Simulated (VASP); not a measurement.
# W in VASP: further runs

W is run at these levels: PBEsol, PBE; tasks: single point.

Everything below comes from runs of VASP 6.6.1. Logs are shortened: lines on timing, memory, paths and dates and some standing lists are left out, and cuts for length are marked.

### 1 The cell of the first run

The cell holds a slab with vacuum, 5 atoms: a = 2.827 Å, b = 2.827 Å, c = 24.233 Å, α = 90.00°, β = 90.00°, γ = 120.00°.

### 2 Single point, PBEsol

INCAR reads:

```
SYSTEM = W
ALGO = Normal
DIPOL = 0.5 0.5 0.500
EDIFF = 1E-7
ENCUT = 520
GGA = PS
IDIPOL = 3
ISIF = 2
ISMEAR = 0
LASPH = .True.
LCHARG = .True.
LDIPOL = .True.
LELF = .True.
LREAL = .False.
LVACPOTAV = .True.
LVHAR = .True.
LWAVE = .False.
NBANDS = 43
NELM = 60
PREC = Accurate
SIGMA = 0.1
```

KPOINTS reads:

```
k-points
0
Gamma
  12 12 1
  0 0 0
```

POSCAR reads:

```
W
1.0
    2.8270069242      0.0000000000      0.0000000000
   -1.4135034621      2.4482598130      0.0000000000
    0.0000000000      0.0000000000     24.2329659515
W
5
Direct
    0.6666666667      0.3333333333      0.3094957512
    0.3333333333      0.6666666667      0.4047478756
    0.0000000000      0.0000000000      0.5000000000
    0.6666666667      0.3333333333      0.5952521244
    0.3333333333      0.6666666667      0.6905042488
```

Potentials or basis: VASP PAW PBE potentials, release 64 (W_sv).

Started as:

```console
> cat potpaw_PBE.64/W_sv/POTCAR > POTCAR
> mpirun -np 1 vasp_std > vasp.out
```

OUTCAR:

```text
SYSTEM = W
   EDIFF = 1E-7
   ENCUT = 520
   GGA = PS
   ISIF = 2
   ISMEAR = 0
   LASPH = .True.
   LREAL = .False.
   NELM = 60
   PREC = Accurate

 ion  position               nearest neighbor table
   1  0.667  0.333  0.309-   2 2.83   2 2.83   2 2.83
   2  0.333  0.667  0.405-   1 2.83   3 2.83   1 2.83   3 2.83   3 2.83   1 2.83
   3  0.000  0.000  0.500-   2 2.83   4 2.83   2 2.83   4 2.83   4 2.83   2 2.83
   4  0.667  0.333  0.595-   5 2.83   3 2.83   5 2.83   3 2.83   3 2.83   5 2.83
   5  0.333  0.667  0.691-   4 2.83   4 2.83   4 2.83

  LATTYP: Found a hexagonal cell.
 ALAT       =     2.8270069242
 C/A-ratio  =     8.5719513964

  Lattice vectors:

 A1 = (   2.8270069242,   0.0000000000,   0.0000000000)
 A2 = (  -1.4135034621,   2.4482598130,   0.0000000000)
 A3 = (   0.0000000000,   0.0000000000,  24.2329659515)

Analysis of symmetry for initial positions (statically):
=====================================================================
 Subroutine PRICEL returns:
 Original cell was already a primitive cell.

 Routine SETGRP: Setting up the symmetry group for a
 hexagonal supercell.

 Subroutine GETGRP returns: Found 12 space group operations
 (whereof 12 operations were pure point group operations)
 out of a pool of 24 trial point group operations.

The static configuration has the point symmetry D_3d.

Analysis of symmetry for dynamics (positions and initial velocities):
=====================================================================
 Subroutine PRICEL returns:
 Original cell was already a primitive cell.

 Routine SETGRP: Setting up the symmetry group for a
 hexagonal supercell.

 Subroutine GETGRP returns: Found 12 space group operations
 (whereof 12 operations were pure point group operations)
 out of a pool of 24 trial point group operations.

The dynamic configuration has the point symmetry D_3d.

 Subroutine INISYM returns: Found 12 space group operations
 (whereof 12 operations are pure point group operations),
 and found     1 'primitive' translations

----------------------------------------------------------------------------------------

                                     Primitive cell

  volume of cell :     167.7224

  direct lattice vectors                    reciprocal lattice vectors
     2.827006924  0.000000000  0.000000000     0.353731005  0.204226691  0.000000000
    -1.413503462  2.448259813  0.000000000     0.000000000  0.408453382  0.000000000
     0.000000000  0.000000000 24.232965951     0.000000000  0.000000000  0.041266100

  length of vectors
     2.827006924  2.827006924 24.232965951     0.408453382  0.408453382  0.041266100

  position of ions in fractional coordinates (direct lattice)
     0.666666667  0.333333333  0.309495751
     0.333333333  0.666666667  0.404747876
     0.000000000  0.000000000  0.500000000
     0.666666667  0.333333333  0.595252124
     0.333333333  0.666666667  0.690504249

  ion indices of the primitive-cell ions
   primitive index   ion index
                 1           1
                 2           2
                 3           3
                 4           4
                 5           5

----------------------------------------------------------------------------------------

 KPOINTS: k-points

Automatic generation of k-mesh.
 Grid dimensions read from file:
 generate k-points for:   12   12    1

 Generating k-lattice:

  Cartesian coordinates                     Fractional coordinates (reciprocal lattice)
     0.029477584  0.017018891  0.000000000     0.083333333  0.000000000  0.000000000
     0.000000000  0.034037782  0.000000000     0.000000000  0.083333333  0.000000000
     0.000000000  0.000000000  0.041266100     0.000000000  0.000000000  1.000000000

  Length of vectors
     0.034037782  0.034037782  0.041266100

  Shift w.r.t. Gamma in fractional coordinates (k-lattice)
     0.000000000  0.000000000  0.000000000

 Subroutine IBZKPT returns following result:
 ===========================================

 Found     19 irreducible k-points:

 Following reciprocal coordinates:
            Coordinates               Weight
  0.000000  0.000000  0.000000      1.000000
  0.083333  0.000000  0.000000      6.000000
  0.166667  0.000000  0.000000      6.000000
  0.250000  0.000000  0.000000      6.000000
  0.333333  0.000000  0.000000      6.000000
  0.416667  0.000000  0.000000      6.000000
[... 11 lines left out ...]
  0.333333  0.250000  0.000000     12.000000
  0.333333  0.333333  0.000000      2.000000
   k-points           NKPTS =     19   k-points in BZ     NKDIM =     19   number of bands    NBANDS=     43
   number of dos      NEDOS =    301   number of ions     NIONS =      5
   total plane-waves  NPLWV = 103680
   dimension x,y,z NGX =    24 NGY =   24 NGZ =  180
   dimension x,y,z NGXF=    48 NGYF=   48 NGZF=  360
   ions per type =               5
   NGX,Y,Z   is equivalent  to a cutoff of  14.11, 14.11, 12.35 a.u.
   NGXF,Y,Z  is equivalent  to a cutoff of  28.23, 28.23, 24.70 a.u.
 SYSTEM =  W
   PREC   = accura    normal or accurate (medium, high low for compatibility)
   ISTART =      0    job   : 0-new  1-cont  2-samecut
   ICHARG =      2    charge: 1-file 2-atom 10-const
   ISPIN  =      1    spin polarized calculation?
   LNONCOLLINEAR =      F non collinear calculations
   LSORBIT =      F    spin-orbit coupling
   LASPH  =      T    aspherical Exc in radial PAW
   ENCUT  =  520.0 eV  38.22 Ry    6.18 a.u.   5.26  5.26 45.06*2*pi/ulx,y,z
   NELM   =     60;   NELMIN=  2; NELMDL= -5     # of ELM steps
   EDIFF  = 0.1E-06   stopping-criterion for ELM
   LREAL  =      F    real-space projection
   EDIFFG = 0.1E-05   stopping-criterion for IOM
   NSW    =      0    number of steps for IOM
   IBRION =     -1    ionic relax: 0-MD 1-quasi-New 2-CG
   NFREE  =      0    steps in history (QN), initial steepest desc. (CG)
   ISIF   =      2    stress and relaxation
   ISYM   =      2    0-nonsym 1-usesym 2-fastsym
   POTIM  = 0.5000    time-step for ionic-motion
   TEBEG  =    0.0;   TEEND  =   0.0 temperature during run
   PSTRESS=    0.0 pullay stress
   NELECT =      70.0000    total number of electrons
   NUPDOWN=      -1.0000    fix difference up-down
   EMIN   =  10.00;   EMAX   =-10.00  energy-range for DOS
   EFERMI =   0.00;   METHOD = LEGACY
   ISMEAR =     0;   SIGMA  =   0.10  broadening in eV -4-tet -1-fermi 0-gaus
   EFERMI_NEDOS =   21; number of points for ismear=-14 and -15
   IALGO  =     38    algorithm
   IMIX   =      4    mixing-type and parameters
     AMIX     =   0.40;   BMIX     =  1.00
     AMIX_MAG =   1.60;   BMIX_MAG =  1.00
  volume/ion in A,a.u.               =      33.54       226.37
  Fermi-wavevector in a.u.,A,eV,Ry     =   1.223425  2.311937 20.364760  1.496768
  Thomas-Fermi vector in A             =   2.358536
   LORBIT       =      0    0 simple, 1 ext, 2 COOP (PROOUT), +10 PAW based schemes
   GGA     = PS    functional components
   LHFCALC =     F    Hartree Fock is set to
   AEXX    =    0.0000 exact exchange contribution
   IVDW    =     0    specifies the selected vdW correction
   LEPSILON=     F    determine dielectric tensor
   LRPA    =     F    only Hartree local field effects (RPA)
 non-spin polarized calculation
 Gauss-broadening in eV      SIGMA  =   0.10
  energy-cutoff  :      520.00
  volume of cell :      167.72
 maximum number of plane-waves:      4540
 NGX is ok and might be reduce to    24
   NGX = 11   NGY = 11   NGZ = 91

 number of electron      70.0000010 magnetization

 dipolmoment           0.000000      0.000000     -0.000000 electrons x Angstroem

 Free energy of the ion-electron system (eV)
  ---------------------------------------------------
  ext. energy  EPLUGINS =         0.00000000
  ---------------------------------------------------
  free energy    TOTEN  =       -64.02317649 eV

  energy without entropy =      -63.99103528  energy(sigma->0) =      -64.00710588

 E-fermi :   2.5284     XC(G=0):  -7.3961

 val. band max:        2.5252245417   @ k =   0.2500   0.0833   0.0000
 cond. band min:       2.5478781142   @ k =   0.1667   0.0000   0.0000
 fundamental gap:      0.0226535725
 Fermi energy:         2.5284194786

 k-point     1 :       0.0000    0.0000    0.0000
  band No.  band energies     occupation
      1     -71.1656      2.00000
      2     -71.1647      2.00000
      3     -71.0745      2.00000
      4     -71.0580      2.00000
      5     -70.9584      2.00000
      6     -35.8973      2.00000
[... 35 lines left out ...]
     42       4.9325      0.00000
     43       5.0349      0.00000

 k-point     2 :       0.0833    0.0000    0.0000
  band No.  band energies     occupation
      1     -71.1598      2.00000
      2     -71.1590      2.00000
      3     -71.0688      2.00000
      4     -71.0532      2.00000
      5     -70.9540      2.00000
      6     -35.8739      2.00000
[... 35 lines left out ...]
     42       4.4637      0.00000
     43       4.5153      0.00000

 k-point     3 :       0.1667    0.0000    0.0000
  band No.  band energies     occupation
      1     -71.1439      2.00000
      2     -71.1433      2.00000
      3     -71.0533      2.00000
      4     -71.0400      2.00000
      5     -70.9420      2.00000
      6     -35.8087      2.00000
[... 35 lines left out ...]
     42       3.9287      0.00000
     43       4.1887      0.00000

 k-point     4 :       0.2500    0.0000    0.0000
  band No.  band energies     occupation
      1     -71.1220      2.00000
      2     -71.1217      2.00000
      3     -71.0318      2.00000
      4     -71.0220      2.00000
      5     -70.9257      2.00000
      6     -35.7245      2.00000
[... 633 lines left out ...]
     42       5.2549      0.00000
     43       6.7312      0.00000

 k-point    18 :       0.3333    0.2500    0.0000
  band No.  band energies     occupation
      1     -71.0701      2.00000
      2     -71.0701      2.00000
      3     -70.9799      2.00000
      4     -70.9793      2.00000
      5     -70.8876      2.00000
      6     -35.7520      2.00000
[... 35 lines left out ...]
     42       5.6258      0.00000
     43       6.7982      0.00000

 k-point    19 :       0.3333    0.3333    0.0000
  band No.  band energies     occupation
      1     -71.0672      2.00000
      2     -71.0672      2.00000
      3     -70.9769      2.00000
      4     -70.9769      2.00000
      5     -70.8855      2.00000
      6     -35.6473      2.00000
[... 35 lines left out ...]
     42       5.6531      0.00000
     43       6.9529      0.00000

------------------------ aborting loop because EDIFF is reached ----------------------------------------

  FORCE on cell =-STRESS in cart. coord.  units (eV):
  Direction    XX          YY          ZZ          XY          YZ          ZX
  --------------------------------------------------------------------------------------
  -------------------------------------------------------------------------------------
  Total       -7.3755586     -7.3755586      1.2214078     -0.0000000      0.0000000     -0.0000000
  in kB      -70.4554437    -70.4554437     11.6675675     -0.0000000      0.0000000     -0.0000000
  external PRESSURE =     -43.0811067 kB  Pullay stress =       0.0000000 kB

 VOLUME and BASIS-vectors are now :
 -----------------------------------------------------------------------------
  energy-cutoff  :      520.00
  volume of cell :      167.72
      direct lattice vectors                 reciprocal lattice vectors
     2.827006924  0.000000000  0.000000000     0.353731005  0.204226691  0.000000000
    -1.413503462  2.448259813  0.000000000     0.000000000  0.408453382  0.000000000
     0.000000000  0.000000000 24.232965951     0.000000000  0.000000000  0.041266100

 POSITION                                       TOTAL-FORCE (eV/Angst)
 -----------------------------------------------------------------------------------
      1.41350      0.81609      7.50000         0.000000      0.000000     -0.242711
     -0.00000      1.63217      9.80824        -0.000000      0.000000      0.208499
      0.00000      0.00000     12.11648        -0.000000      0.000000      0.000000
      1.41350      0.81609     14.42472         0.000000      0.000000     -0.208499
     -0.00000      1.63217     16.73297        -0.000000     -0.000000      0.242711
 -----------------------------------------------------------------------------------
    total drift:                                0.000000      0.000000     -0.000000

  FREE ENERGIE OF THE ION-ELECTRON SYSTEM (eV)
  ---------------------------------------------------
  free  energy   TOTEN  =       -64.0231764939 eV

  energy  without entropy=      -63.9910352760  energy(sigma->0) =      -64.00710588

 vacuum level on the upper side and lower side of the slab         7.644         7.644
```

Run time: 3.4 min. Hardware: 1 thread of AMD EPYC 9R45 (Zen 5), shared host; peak memory 0.31 GiB.

What came out:

```yaml
Free_energy: -64.0232 eV
Largest_force: 0.243 eV/Å
Band_gap_on_the_k_mesh: zero (bands 35 and 36 overlap by 1.42 eV)
```

Forces on the atoms (eV/Å):
```
W    0.000  0.000 -0.243
W    0.000  0.000  0.208
W    0.000  0.000  0.000
W    0.000  0.000 -0.208
W    0.000  0.000  0.243
```

Levels at points of the mesh, in eV from the Fermi level:
```
           k point  band 32  band 33  band 34  band 35  band 36  band 37  band 38  band 39
(0.00, 0.00, 0.00)    -0.46    -0.46    -0.44    -0.44    -0.08    -0.08    -0.03    -0.03
(0.50, 0.00, 0.00)    -0.57    -0.32     0.28     0.71     1.45     1.65     1.97     3.24
```

Caveat: the PAW data sets were made with another functional, which shifts forces and pressure a little; spin-orbit coupling is left out, which moves the levels of the heavy elements.

### 3 Single point, PBE

INCAR reads:

```
ALGO = Normal
DIPOL = 0.5 0.5 0.500
EDIFF = 1E-6
ENCUT = 520
GGA = PE
IDIPOL = 3
ISIF = 2
ISMEAR = 0
LASPH = True
LCHARG = False
LDIPOL = True
LREAL = False
LWAVE = False
NBANDS = 43
NELM = 60
PREC = Accurate
SIGMA = 0.1
```

KPOINTS reads:

```
k-points
0
Gamma
  12 12 1
```

POSCAR is that of step 2.

Potentials or basis: VASP PAW PBE potentials, release 64 (W_sv).

Started as:

```console
> cat potpaw_PBE.64/W_sv/POTCAR > POTCAR
> mpirun -np 1 vasp_std > vasp.out
```

Run time: 3 min. Hardware: 1 thread of AMD EPYC 9R45 (Zen 5), shared host; peak memory 0.31 GiB.

Results (log left out):

* Free energy: -60.0930 eV
* Largest force: 0.619 eV/Å
* Band gap on the k mesh: zero (bands 35 and 36 overlap by 1.42 eV)

Forces on the atoms (eV/Å):
```
W    0.000  0.000 -0.619
W    0.000  0.000  0.206
W    0.000  0.000  0.000
W    0.000  0.000 -0.206
W    0.000  0.000  0.619
```

Levels at points of the mesh, in eV from the Fermi level:
```tsv
k point	band 31	band 32	band 33	band 34	band 35	band 36	band 37	band 38	band 39	band 40
(0.00, 0.00, 0.00)	-0.74	-0.46	-0.46	-0.43	-0.43	-0.08	-0.08	-0.02	-0.02	0.02
(0.50, 0.00, 0.00)	-0.68	-0.57	-0.33	0.29	0.70	1.43	1.65	1.96	3.24	3.54
```

Caveat: spin-orbit coupling is left out, which moves the levels of the heavy elements.

The gap in the log of VASP goes by the Fermi energy; the results here count the filled bands.